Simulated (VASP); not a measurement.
# C (Fd-3m) in VASP: a series of runs, part 2 of 2

VASP 6.6.1. The steps go on from the part before.

## (3) Single point, PBE (volume scaled by 1.04)

File INCAR:

```
  ALGO = Normal
  EDIFF = 1E-6
  ENCUT = 520
  GGA = PE
  ISIF = 2
  ISMEAR = -1
  LASPH = T
  LCHARG = F
  LREAL = F
  LWAVE = F
  NBANDS = 11
  NELM = 100
  PREC = Accurate
  SIGMA = 0.05
```

File KPOINTS:

```
k-points
0
Gamma
  13 13 13
```

File POSCAR:

```
C
1.0
    0.0000000000      1.8093179462      1.8093179462
    1.8093179462      0.0000000000      1.8093179462
    1.8093179462      1.8093179462      0.0000000000
C
2
Direct
    0.5000000000      0.5000000000      0.5000000000
    0.7500000000      0.7500000000      0.7500000000
```

Potentials or basis: VASP PAW PBE potentials, release 64 (C).

Run with:

```console
> cat potpaw_PBE.64/C/POTCAR > POTCAR
> mpirun -np 1 vasp_std > vasp.out
```

Wall time 13 s (1 thread of Intel Xeon Platinum 8259CL at 2.50GHz (Skylake/Cascade Lake), shared host); peak memory 0.12 GiB.

The run converged. Its results:

```
Free energy            : -18.1649 eV
Pressure               : -15.3 GPa
Band gap on the k mesh : 4.05 eV, indirect (least direct gap 5.47 eV)
```

Levels at points of the mesh, in eV from the valence-band top:
```
           k point  band 1  band 2  band 3  band 4  band 5  band 6  band 7  band 8
(0.00, 0.00, 0.00)  -20.90    0.00    0.00    0.00    5.47    5.47    5.47   12.35
```

## (4) Single point, PBE (volume scaled by 1.08)

File INCAR:

```
PREC     = Accurate       # precision mode
ENCUT    = 520            # plane-wave cutoff, eV
EDIFF    = 1E-6           # SCF threshold, eV
ISMEAR   = -1             # smearing method
SIGMA    = 0.05           # smearing width, eV
LREAL    = F              # projectors in reciprocal space
LASPH    = T              # aspherical terms in the spheres
NELM     = 80             # most SCF steps
ALGO     = Normal         # electronic algorithm
ISIF     = 2              # what is computed and relaxed
LWAVE    = F              # write WAVECAR
LCHARG   = F              # write CHGCAR
GGA      = PE             # functional
NBANDS   = 11             # bands
```

File KPOINTS:

```
regular mesh
0
Gamma
  13 13 13
```

File POSCAR:

```
C
1.0
    0.0000000000      1.8322231366      1.8322231366
    1.8322231366      0.0000000000      1.8322231366
    1.8322231366      1.8322231366      0.0000000000
C
2
Direct
    0.5000000000      0.5000000000      0.5000000000
    0.7500000000      0.7500000000      0.7500000000
```

Run with:

```console
> cat potpaw_PBE.64/C/POTCAR > POTCAR
> mpirun -np 1 vasp_std > vasp.out
```

It took 9.6 s on 1 thread of Intel Xeon Platinum 8259CL at 2.50GHz (Skylake/Cascade Lake), shared host; peak memory 0.12 GiB.

It converged, with:

```
Free energy            : -18.1027 eV
Pressure               : -28.5 GPa
Band gap on the k mesh : 3.97 eV, indirect (least direct gap 5.37 eV)
```

Levels at points of the mesh, in eV from the valence-band top:
| k point | band 1 | band 2 | band 3 | band 4 | band 5 | band 6 | band 7 | band 8 |
| --- | --- | --- | --- | --- | --- | --- | --- | --- |
| (0.00, 0.00, 0.00) | -20.42 | 0.00 | 0.00 | 0.00 | 5.37 | 5.37 | 5.37 | 11.52 |

 A k mesh can miss the band edges.

## (5) Single point, PBE (volume scaled by 1.12)

File INCAR:

```
SYSTEM = C
  PREC = Accurate
  ENCUT = 520
  EDIFF = 1E-7
  ISMEAR = -1
  SIGMA = 0.05
  LREAL = .FALSE.
  LASPH = .TRUE.
  NELM = 60
  ALGO = Normal
  ISIF = 2
  LWAVE = .FALSE.
  LCHARG = .TRUE.
  GGA = PE
  LELF = .TRUE.
  LVHAR = .TRUE.
  NBANDS = 11
```

File KPOINTS:

```
regular mesh
0
G
  13 13 13
  0 0 0
```

File POSCAR:

```
C
1.0
    0.0000000000      1.8545695236      1.8545695236
    1.8545695236      0.0000000000      1.8545695236
    1.8545695236      1.8545695236      0.0000000000
C
2
Direct
    0.5000000000      0.5000000000      0.5000000000
    0.7500000000      0.7500000000      0.7500000000
```

Potentials or basis: VASP PAW PBE potentials, release 64 (C).

Run with:

```console
> cat potpaw_PBE.64/C/POTCAR > POTCAR
> mpirun -np 1 vasp_std > vasp.out
```

OUTCAR:

```text
SYSTEM = C
   PREC = Accurate
   ENCUT = 520
   EDIFF = 1E-7
   ISMEAR = -1
   LREAL = .FALSE.
   LASPH = .TRUE.
   NELM = 60
   ISIF = 2
   GGA = PE

 ion  position               nearest neighbor table
   1  0.500  0.500  0.500-   2 1.61   2 1.61   2 1.61   2 1.61
   2  0.750  0.750  0.750-   1 1.61   1 1.61   1 1.61   1 1.61

  LATTYP: Found a face centered cubic cell.
 ALAT       =     3.7091390472

  Lattice vectors:

 A1 = (   0.0000000000,   1.8545695236,   1.8545695236)
 A2 = (   1.8545695236,   0.0000000000,   1.8545695236)
 A3 = (   1.8545695236,   1.8545695236,   0.0000000000)
[... 513 lines left out ...]
      7      17.8943      0.00000
      8      20.9290      0.00000
      9      27.3388      0.00000
     10      29.3951      0.00000
     11      33.5589      0.00000

 [... further k-points ...]
[... 5 lines left out ...]
  --------------------------------------------------------------------------------------
  -------------------------------------------------------------------------------------
  Total       -3.1370189     -3.1370189     -3.1370189      0.0000000      0.0000000     -0.0000000
  in kB     -393.9747307   -393.9747307   -393.9747307      0.0000000      0.0000000     -0.0000000
  external PRESSURE =    -393.9747307 kB  Pullay stress =       0.0000000 kB

 VOLUME and BASIS-vectors are now :
 -----------------------------------------------------------------------------
  energy-cutoff  :      520.00
  volume of cell :       12.76
      direct lattice vectors                 reciprocal lattice vectors
     0.000000000  1.854569524  1.854569524    -0.269604344  0.269604344  0.269604344
     1.854569524  0.000000000  1.854569524     0.269604344 -0.269604344  0.269604344
     1.854569524  1.854569524  0.000000000     0.269604344  0.269604344 -0.269604344

 POSITION                                       TOTAL-FORCE (eV/Angst)
 -----------------------------------------------------------------------------------
      1.85457      1.85457      1.85457        -0.000000     -0.000000     -0.000000
      2.78185      2.78185      2.78185         0.000000      0.000000      0.000000
 -----------------------------------------------------------------------------------
    total drift:                                0.000000     -0.000000      0.000000

  FREE ENERGIE OF THE ION-ELECTRON SYSTEM (eV)
  ---------------------------------------------------
  free  energy   TOTEN  =       -18.0062087303 eV

  energy  without entropy=      -18.0062087303  energy(sigma->0) =      -18.00620873
```

Run time: 9.4 s. Hardware: 1 thread of Intel Xeon Platinum 8259CL at 2.50GHz (Skylake/Cascade Lake), shared host; peak memory 0.12 GiB.

What came out:

- Free energy: -18.0062 eV
- Pressure: -39.4 GPa
- Band gap on the k mesh: 3.89 eV, indirect (least direct gap 5.27 eV)

Levels at points of the mesh, in eV from the valence-band top:
| k point | band 1 | band 2 | band 3 | band 4 | band 5 | band 6 | band 7 | band 8 |
| --- | --- | --- | --- | --- | --- | --- | --- | --- |
| (0.00, 0.00, 0.00) | -19.96 | 0.00 | 0.00 | 0.00 | 5.27 | 5.27 | 5.27 | 10.75 |

 A k mesh can miss the band edges.

## (6) Single point, PBE

File INCAR:

```
PREC = Accurate
ENCUT = 520
EDIFF = 1E-6
ISMEAR = -1
SIGMA = 0.05
LREAL = False
LASPH = True
NELM = 80
ALGO = Normal
ISIF = 2
LWAVE = False
LCHARG = False
GGA = PE
NBANDS = 11
```

File KPOINTS:

```
regular mesh
0
Gamma
  14 14 14
```

File POSCAR:

```
C
1.0
    0.0000000000      1.7858176506      1.7858176506
    1.7858176506      0.0000000000      1.7858176506
    1.7858176506      1.7858176506      0.0000000000
C
2
Direct
    0.5000000000      0.5000000000      0.5000000000
    0.7500000000      0.7500000000      0.7500000000
```

Potentials or basis: VASP PAW PBE potentials, release 64 (C).

Run with:

```console
> cat potpaw_PBE.64/C/POTCAR > POTCAR
> mpirun -np 1 vasp_std > vasp.out
```

Wall time 9.4 s (1 thread of Intel Xeon Platinum 8259CL at 2.50GHz (Skylake/Cascade Lake), shared host); peak memory 0.12 GiB.

The run converged. Its results:

```yaml
Free_energy: -18.1858 eV
Pressure: 0.6 GPa
Band_gap_on_the_k_mesh: 4.12 eV, indirect (least direct gap 5.58 eV)
```

Levels at points of the mesh, in eV from the valence-band top:
| k point | band 2 | band 3 | band 4 | band 5 | band 6 | band 7 |
| --- | --- | --- | --- | --- | --- | --- |
| (0.00, 0.00, 0.00) | 0.00 | 0.00 | 0.00 | 5.58 | 5.58 | 5.58 |
| (0.50, 0.00, 0.00) | -13.33 | -2.79 | -2.79 | 8.44 | 8.44 | 8.79 |
| (0.50, 0.50, 0.00) | -12.73 | -6.27 | -6.27 | 4.75 | 4.75 | 16.75 |

A k mesh can miss the band edges.

## (7) The runs side by side

```tsv
cell	k mesh	gap on the mesh (eV)	pressure (GPa)
a = 2.526 Å, angles 60.0°, 2 atoms	13 × 13 × 13	4.13	0.6
a = 2.559 Å, angles 60.0°, 2 atoms	13 × 13 × 13	4.05	-15.3
a = 2.591 Å, angles 60.0°, 2 atoms	13 × 13 × 13	3.97	-28.5
a = 2.623 Å, angles 60.0°, 2 atoms	13 × 13 × 13	3.89	-39.4
a = 2.526 Å, angles 60.0°, 2 atoms	14 × 14 × 14	4.12	0.6
```

Alike in all rows: task single point; level PBE; potentials or basis VASP PAW PBE potentials, release 64 (C); no spin polarisation; cutoff (eV) 520; smearing fermi-dirac 0.05 eV.

Total energies depend on the potentials used, so only differences within one code and one set of settings carry meaning.
